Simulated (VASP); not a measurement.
Crystal: NaF (Villiaumite).

```xyz
2
Lattice="0.0000 2.3611 2.2972 2.3611 0.0000 2.2972 2.3611 2.3611 0.0000" Properties=species:S:1:pos:R:3 pbc="T T T"
Na    0.0000    0.0000    0.0000
F     2.3611    2.3611    2.2972
```

This cell differs from its parent crystal: biaxial xy strain +2.8%.

Base run:

```yaml
Program: VASP 6.6.1
Functional: PBE
Potentials_or_basis: VASP PAW PBE potentials, release 64 (Na_pv, F)
Cutoff: 520 eV
k_mesh: 10 × 10 × 10
Occupations: fermi-dirac, width 0.02 eV
Spin: no spin polarisation
```

Its results: band gap on the k mesh 6.14 eV, direct; pressure 0.6 GPa.

**Question.** The run is repeated on the same cell with these changes: functional from PBE to r2SCAN; occupations from fermi-dirac, width 0.02 eV to gaussian, width 0.01 eV. What comes out?

**Answer.** Band gap on the k mesh 7.01 eV, direct; pressure -3.1 GPa.

Caveats: the PAW data sets were made with another functional, which shifts forces and pressure a little (some runs).

A k mesh can miss the band edges.
